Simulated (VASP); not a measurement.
**Al2O3: single point with PBE**

The system is Al2O3.

```
CELL_PARAMETERS angstrom
5.58917 0.09737 -0.02558
0.09737 6.12316 -0.22516
-0.02558 -0.22516 6.08777
ATOMIC_POSITIONS crystal
Al 0.65682 0.88124 0.06290
Al 0.16247 0.03074 0.21159
Al 0.90818 0.42623 0.13696
Al 0.41329 0.92396 0.64859
Al 0.33912 0.44658 0.83222
Al 0.43195 0.54456 0.33088
Al 0.83769 0.26542 0.63388
Al 0.91258 0.74728 0.52870
O 0.26677 0.63854 0.62010
O 0.75495 0.47697 0.45072
O 0.47602 0.86815 0.35232
O 0.72105 0.84685 0.75127
O 0.52093 0.23123 0.67711
O 0.84874 0.12654 0.12551
O 0.55350 0.55209 0.05398
O 0.21221 0.34365 0.23902
O 0.02784 0.40409 0.85255
O 0.35102 0.96277 0.95782
O 0.93451 0.73018 0.20772
O 0.05071 0.03204 0.52795
```

| Item | Value |
| --- | --- |
| Program | VASP 6.6.1 |
| Task | single point |
| Functional | PBE |
| Potentials or basis | VASP PAW PBE potentials, release 64 (Al, O) |
| Cutoff | 520 eV |
| k mesh | 1 × 1 × 1 |
| Occupations | fermi-dirac, width 0.05 eV |
| Spin | no spin polarisation |

```yaml
Pressure: -11.7 GPa
Largest_force: 2.124 eV/Å
Band_gap_on_the_k_mesh: 3.37 eV
```

Forces in eV/Å, atoms in the order of the input:
```
Al   0.415  0.152 -0.149
Al  -0.572  0.185 -0.629
Al  -0.464 -0.330 -0.083
Al  -0.171  1.334  1.644
Al   0.862 -0.494 -0.133
Al   0.003  0.189  0.904
Al   0.387 -0.909  0.584
Al   0.676  0.429 -0.213
O    0.137  0.573 -1.288
O    0.383  0.288 -0.554
O   -0.856 -0.191 -0.431
O    0.042 -0.750 -0.269
O   -0.493  0.201  0.368
O   -0.183  0.013  0.116
O    0.006 -0.572 -0.885
O    0.566 -0.006  0.665
O   -1.382 -0.557 -0.740
O   -0.510 -0.100  0.916
O    0.815  0.453  0.411
O    0.341  0.093 -0.236
```

Stress tensor (GPa, compression positive):
```
-18.67   2.92  -5.20
  2.92  -8.06  -4.13
 -5.20  -4.13  -8.47
```

Levels at points of the mesh, in eV from the valence-band top:
| k point | band 46 | band 47 | band 48 | band 49 | band 50 | band 51 |
| --- | --- | --- | --- | --- | --- | --- |
| (0.00, 0.00, 0.00) | -0.35 | -0.18 | 0.00 | 3.37 | 6.63 | 6.99 |

Run time: 17 s on 1 thread of Intel(R) Xeon(R) 6975P-C (Granite Rapids), on a shared host, peak memory 0.27 GiB.

Caveat: the k points lie up to 1.12 Å⁻¹ apart.
